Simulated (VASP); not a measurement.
# AgO (F-43m) in VASP: a series of runs, part 3 of 3

VASP 6.6.1. Earlier steps stand in the parts before.

## 6. Vibrations by perturbation theory, PBEsol (15.52 Å³/atom)

This run uses another cell than the first one, of 15.52 Å³/atom.

Input file INCAR:

```
ALGO = Normal
EDIFF = 1E-8
ENCUT = 520
GGA = PS
IBRION = 8
ISIF = 2
ISMEAR = -1
LASPH = T
LCHARG = T
LREAL = F
LWAVE = F
NBANDS = 16
NELM = 100
NSW = 1
PREC = Accurate
SIGMA = 0.15
```

Input file KPOINTS:

```
k-points
0
Gamma
  14 14 14
```

Input file POSCAR:

```
AgO
1.0
    0.0000000000      2.4944607039      2.4944607039
    2.4944607039      0.0000000000      2.4944607039
    2.4944607039      2.4944607039      0.0000000000
Ag O
1 1
Direct
    0.0000000000      0.0000000000      0.0000000000
    0.7500000000      0.7500000000      0.7500000000
```

Potentials or basis: VASP PAW PBE potentials, release 64 (Ag, O).

Command:

```
> cat potpaw_PBE.64/Ag/POTCAR potpaw_PBE.64/O/POTCAR > POTCAR
> mpirun -np 1 vasp_std > vasp.out
```

OUTCAR:

```text
EDIFF = 1E-8
   ENCUT = 520
   GGA = PS
   IBRION = 8
   ISIF = 2
   ISMEAR = -1
   LASPH = T
   LREAL = F
   NELM = 100
   NSW = 1
   PREC = Accurate

 ion  position               nearest neighbor table
   1  0.000  0.000  0.000-   2 2.16   2 2.16   2 2.16   2 2.16
   2  0.750  0.750  0.750-   1 2.16   1 2.16   1 2.16   1 2.16

  LATTYP: Found a face centered cubic cell.
 ALAT       =     4.9889214078

  Lattice vectors:

 A1 = (   0.0000000000,   2.4944607039,   2.4944607039)
 A2 = (   2.4944607039,   0.0000000000,   2.4944607039)
 A3 = (   2.4944607039,   2.4944607039,   0.0000000000)

Analysis of symmetry for initial positions (statically):
=====================================================================
 Subroutine PRICEL returns:
 Original cell was already a primitive cell.

 Routine SETGRP: Setting up the symmetry group for a
 face centered cubic supercell.

 Subroutine GETGRP returns: Found 24 space group operations
 (whereof 24 operations were pure point group operations)
 out of a pool of 48 trial point group operations.

The static configuration has the point symmetry T_d .

Analysis of symmetry for dynamics (positions and initial velocities):
=====================================================================
 Subroutine PRICEL returns:
 Original cell was already a primitive cell.

 Routine SETGRP: Setting up the symmetry group for a
 face centered cubic supercell.

 Subroutine GETGRP returns: Found 24 space group operations
 (whereof 24 operations were pure point group operations)
 out of a pool of 48 trial point group operations.

The dynamic configuration has the point symmetry T_d .

 Subroutine INISYM returns: Found 24 space group operations
 (whereof 24 operations are pure point group operations),
 and found     1 'primitive' translations

----------------------------------------------------------------------------------------

                                     Primitive cell

  volume of cell :      31.0427

  direct lattice vectors                    reciprocal lattice vectors
     0.000000000  2.494460704  2.494460704    -0.200444128  0.200444128  0.200444128
     2.494460704  0.000000000  2.494460704     0.200444128 -0.200444128  0.200444128
     2.494460704  2.494460704  0.000000000     0.200444128  0.200444128 -0.200444128

  length of vectors
     3.527700158  3.527700158  3.527700158     0.347179413  0.347179413  0.347179413

  position of ions in fractional coordinates (direct lattice)
     0.000000000  0.000000000  0.000000000
     0.750000000  0.750000000  0.750000000

  ion indices of the primitive-cell ions
   primitive index   ion index
                 1           1
                 2           2

----------------------------------------------------------------------------------------

[... 125 lines left out ...]

 k-point     1 :       0.0000    0.0000    0.0000
  band No.  band energies     occupation
      1     -14.1340      2.00000
      2      -1.7986      2.00000
      3      -1.7986      2.00000
      4      -1.7986      2.00000
      5       0.5464      2.00000
      6       0.5464      2.00000
[... 433 lines left out ...]
      3      -1.4620      2.00000
      4      -1.4539      2.00000
      5       0.3796      2.00000
      6       0.6544      2.00000
[... 8 lines left out ...]
     15      22.8355      0.00000
     16      23.7826      0.00000

 [... further k-points ...]

------------------------ aborting loop because EDIFF is reached ----------------------------------------

  FORCE on cell =-STRESS in cart. coord.  units (eV):
  Direction    XX          YY          ZZ          XY          YZ          ZX
  --------------------------------------------------------------------------------------
  -------------------------------------------------------------------------------------
  Total       -0.4166206     -0.4166206     -0.4166206     -0.0000000     -0.0000000      0.0000000
  in kB      -21.5026186    -21.5026186    -21.5026186     -0.0000000     -0.0000000      0.0000000
  external PRESSURE =     -21.5026186 kB  Pullay stress =       0.0000000 kB

 VOLUME and BASIS-vectors are now :
 -----------------------------------------------------------------------------
  energy-cutoff  :      520.00
  volume of cell :       31.04
      direct lattice vectors                 reciprocal lattice vectors
     0.000000000  2.494460704  2.494460704    -0.200444128  0.200444128  0.200444128
     2.494460704  0.000000000  2.494460704     0.200444128 -0.200444128  0.200444128
     2.494460704  2.494460704  0.000000000     0.200444128  0.200444128 -0.200444128

 POSITION                                       TOTAL-FORCE (eV/Angst)
 -----------------------------------------------------------------------------------
      0.00000      0.00000      0.00000         0.000000      0.000000      0.000000
      3.74169      3.74169      3.74169        -0.000000     -0.000000     -0.000000
 -----------------------------------------------------------------------------------
    total drift:                               -0.000000     -0.000000     -0.000000

  FREE ENERGIE OF THE ION-ELECTRON SYSTEM (eV)
  ---------------------------------------------------
  free  energy   TOTEN  =        -8.1561645435 eV

  energy  without entropy=       -7.9992670002  energy(sigma->0) =       -8.07771577

[... ionic steps 2 to 3 ...]

--------------------------------------- Ionic step        4  -------------------------------------------

------------------------ aborting loop because EDIFF is reached ----------------------------------------

[... ionic steps 5 to 6 ...]

--------------------------------------- Ionic step        7  -------------------------------------------

 Free energy of the ion-electron system (eV)
  ---------------------------------------------------
  ---------------------------------------------------
  free energy    TOTEN  =        -0.35917187 eV

  energy without entropy =       -0.35917187

------------------------ aborting loop because EDIFF is reached ----------------------------------------

 INTERNAL STRAIN TENSOR  FOR ION    2  DIRECTION 1   (eV/Angst):
 -----------------------------------------------------------------------------
    -0.00440  0.00000 -0.00000
     0.00000  0.00671  4.00318
     0.00000  4.00318  0.00671

 INTERNAL STRAIN TENSOR FOR ION    2 for displacements in x,y,z  (eV/Angst):
          X           Y           Z          XY          YZ          ZX
  --------------------------------------------------------------------------------
  x    -0.00000     0.00000     0.00000    -0.00000     4.00318    -0.00000
  y     0.00000    -0.00000     0.00000    -0.00000    -0.00000     4.00318
  z     0.00000     0.00000    -0.00000     4.00318    -0.00000     0.00000

 SECOND DERIVATIVES (NOT SYMMETRIZED)
 ------------------------------------
               1X          1Y          1Z          2X          2Y          2Z
  1X    -2.447163    0.000000    0.000000    2.447163    0.000000    0.000000
  1Y     0.000000   -2.447163    0.000000    0.000000    2.447163    0.000000
  1Z     0.000000    0.000000   -2.447163    0.000000    0.000000    2.447163
  2X     2.458972    0.000000    0.000000   -2.458972    0.000000    0.000000
  2Y     0.000000    2.458972    0.000000    0.000000   -2.458972    0.000000
  2Z     0.000000    0.000000    2.458972    0.000000    0.000000   -2.458972

 Eigenvectors and eigenvalues of the dynamical matrix
 ----------------------------------------------------

   1 f  =    6.565475 THz    41.252096 2PiTHz  219.000671 cm-1    27.152610 meV
             X         Y         Z           dx          dy          dz
      0.000000  0.000000  0.000000     0.344084    0.101174    0.000000
      3.741691  3.741691  3.741691    -0.895560   -0.263330    0.000000
[... 21 lines left out ...]
   6 f/i=    0.005290 THz     0.033241 2PiTHz    0.176469 cm-1     0.021879 meV
             X         Y         Z           dx          dy          dz
      0.000000  0.000000  0.000000     0.036740   -0.233576    0.903030
      3.741691  3.741691  3.741691     0.014116   -0.089742    0.346954

--------------------------------------------------------------------------------------------------------

 ELASTIC MODULI CONTR FROM IONIC RELAXATION (kBar)
 Direction    XX          YY          ZZ          XY          YZ          ZX
 --------------------------------------------------------------------------------
 XX          -0.0000      0.0000     -0.0000      0.0000      0.0000     -0.0000
 YY           0.0000     -0.0000     -0.0000      0.0000     -0.0000      0.0000
 ZZ          -0.0000     -0.0000     -0.0000      0.0000      0.0000      0.0000
 XY           0.0000      0.0000      0.0000   -335.6900     -0.0000     -0.0000
 YZ           0.0000     -0.0000      0.0000     -0.0000   -335.6900      0.0000
 ZX          -0.0000      0.0000      0.0000     -0.0000      0.0000   -335.6900
 --------------------------------------------------------------------------------
```

OSZICAR:

```text
N       E                     dE             d eps       ncg     rms          rms(c)
DAV:   1     0.876957710764E+02    0.87696E+02   -0.82334E+03  3392   0.963E+02
DAV:   2    -0.759875642255E+01   -0.95295E+02   -0.86917E+02  3976   0.234E+02
DAV:   3    -0.101325560655E+02   -0.25338E+01   -0.25239E+01  4016   0.402E+01
DAV:   4    -0.101426915152E+02   -0.10135E-01   -0.10135E-01  4200   0.270E+00
[... 40 lines left out ...]
RMM:   6    -0.359174526135E+00    0.21390E-04   -0.10272E-07 23670   0.239E-03    0.116E-03
RMM:   7    -0.359173635699E+00    0.89044E-06   -0.20810E-08 23159   0.980E-04    0.255E-04
RMM:   8    -0.359172450748E+00    0.11850E-05   -0.52893E-09 23716   0.182E-04    0.101E-04
RMM:   9    -0.359171868996E+00    0.58175E-06    0.93095E-09 23652   0.989E-05    0.315E-05
RMM:  10    -0.359171871834E+00   -0.28382E-08    0.38393E-09 23214   0.603E-05    0.949E-06
 Linear response finished
```

stdout:

```text
POSCAR found type information on POSCAR AgO
 POSCAR found :  2 types and       2 ions
 scaLAPACK will be used
 -----------------------------------------------------------------------------
|                                                                             |
|                                                                             |
|     You enforced a specific xc type in the INCAR file but a different       |
|     I HOPE YOU KNOW WHAT YOU ARE DOING!                                     |
|                                                                             |
 -----------------------------------------------------------------------------

 LDA part: xc-table for (Slater+PW92), standard interpolation
 POSCAR, INCAR and KPOINTS ok, starting setup
 FFT: planning ... GRIDC
 FFT: planning ... GRID_SOFT
 FFT: planning ... GRID
 WAVECAR not read
 entering main loop
 Linear response reoptimize wavefunctions to high precision
 Linear response DOF=           2
 Linear response progress:
 first order change of Fermi-energy  -0.10921E-03
 force on displaced ion       1 direction 1 :  -2.447  -0.000  -0.000
 Linear response progress:
 first order change of Fermi-energy   0.22846E-03
 force on displaced ion       2 direction 1 :  -2.459   0.000   0.000
 Linear response finished
```

It took 9.1 min on 1 thread of Intel Xeon 6975P-C (Granite Rapids), shared host; peak memory 0.54 GiB.

What came out:

```yaml
Highest_phonon_frequency_at_Γ_LO-TO_splitting_left_out: 219 cm⁻¹
```

Phonon frequencies in cm⁻¹ (negative: imaginary):
```tsv
q point	frequencies
(0.000, 0.000, 0.000)	0 0 0 219 219 219
```

Caveat: the cell stands under pressure or tension, which shifts response properties; the PAW data sets were made with another functional, which shifts forces and pressure a little.
